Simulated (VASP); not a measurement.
CdSe: single point with r2SCAN

Crystal: CdSe.

```
Cd Se
1.0
     0.00000    3.06778    3.06778
     3.06778    0.00000    3.06778
     3.06778    3.06778    0.00000
Cd Se
1 1
Direct
  0.00000 0.00000 0.00000
  0.25000 0.25000 0.25000
```

| Item | Value |
| --- | --- |
| Program | VASP 6.6.1 |
| Task | single point |
| Functional | r2SCAN |
| Potentials or basis | VASP PAW PBE potentials, release 64 (Cd, Se) |
| Cutoff | 520 eV |
| k mesh | 6 × 6 × 6 |
| Occupations | fermi-dirac, width 0.05 eV |
| Spin | no spin polarisation |

| Property | Result |
| --- | --- |
| Pressure | 0.2 GPa |
| Band gap on the k mesh | 1.03 eV |

Levels at points of the mesh, in eV from the valence-band top:
```csv
k point,band 7,band 8,band 9,band 10,band 11,band 12
"(0.00, 0.00, 0.00)",0.00,0.00,0.00,1.03,6.47,6.47
"(0.50, 0.00, 0.00)",-4.27,-0.72,-0.72,2.82,6.92,6.92
"(0.50, 0.50, 0.00)",-3.97,-1.80,-1.80,3.50,4.13,9.56
```

It took 43 s on 1 thread of Intel(R) Xeon(R) Platinum 8488C (Sapphire Rapids), on a shared host, peak memory 0.19 GiB.

Caveat: the structure was generated, so it needn't be the stable form of CdSe; the PAW data sets were made with another functional, which shifts forces and pressure a little.
